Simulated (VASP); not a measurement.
A run of VASP 6.6.1 is set up as follows.

Contents of INCAR:

```
  PREC = Accurate
  ENCUT = 520
  EDIFF = 1E-6
  ISMEAR = -1
  SIGMA = 0.05
  LREAL = Auto
  LASPH = True
  NELM = 60
  ALGO = Normal
  ISIF = 2
  LWAVE = False
  LCHARG = False
  GGA = PE
  NBANDS = 33
```

KPOINTS

```
regular mesh
0
Gamma
  1 1 1
```

POSCAR

```
H10SO4
1.0
    5.4513620000      0.0000000000      0.0000000000
    0.0000000000      5.4513620000      0.0000000000
    0.0000000000      0.0000000000      5.4513620000
O H S
4 10 1
Direct
    0.7251949146      0.4697725082      0.7981308157
    0.2377204082      0.0675427535     -0.0481897918
    0.8615094723      0.8142919146      0.1531176979
    0.5072310369      0.9432321684      0.5055066972
    0.8584827058      0.4943351772      0.6744002691
    0.6089303921      0.3512333248      0.7180223951
    0.1769466053      0.2336847195     -0.0612507480
    0.2740782946      0.0157758740     -0.2051780821
    0.7976722148      0.6923590838      0.0423747313
    1.0012176773      0.9026918410      0.0813374713
    0.5993364594      0.9459470863      0.3460236176
    0.6202670085      0.8273528707      0.5826250394
    0.3454732964      0.5526508788      0.4454299678
    0.0314600278      0.5724440975      0.3385759375
    0.1683982829      0.3896640876      0.4440725089
```

Potentials or basis: VASP PAW PBE potentials, release 64 (O, H, S).

Run with:

```bash
$ cat potpaw_PBE.64/O/POTCAR potpaw_PBE.64/H/POTCAR potpaw_PBE.64/S/POTCAR > POTCAR
$ mpirun -np 1 vasp_gam > vasp.out
```

Q: What does it give for the band gap on the k mesh?

A: 4.21 eV.

Q: Predict the pressure.

A: 2.5 GPa.

Q: Predict the largest force.

A: 3.216 eV/Å.

Forces in eV/Å, atoms in the order of the input:
```
O   -0.533 -0.324 -1.119
O   -0.612  0.525  2.951
O   -0.332  0.244  1.361
O    0.944 -0.321 -0.706
H   -0.121 -0.423  0.471
H    0.816  0.618  0.675
H   -0.109  0.231 -0.064
H    0.762 -0.803 -3.019
H   -0.209 -0.453 -0.836
H    0.338  0.189 -0.457
H   -0.639  0.361  0.158
H   -0.266 -0.075  0.766
H    0.915  0.641  0.160
H   -0.245 -0.049 -0.135
S   -0.708 -0.362 -0.206
```

Caveat: the k points lie up to 1.15 Å⁻¹ apart.
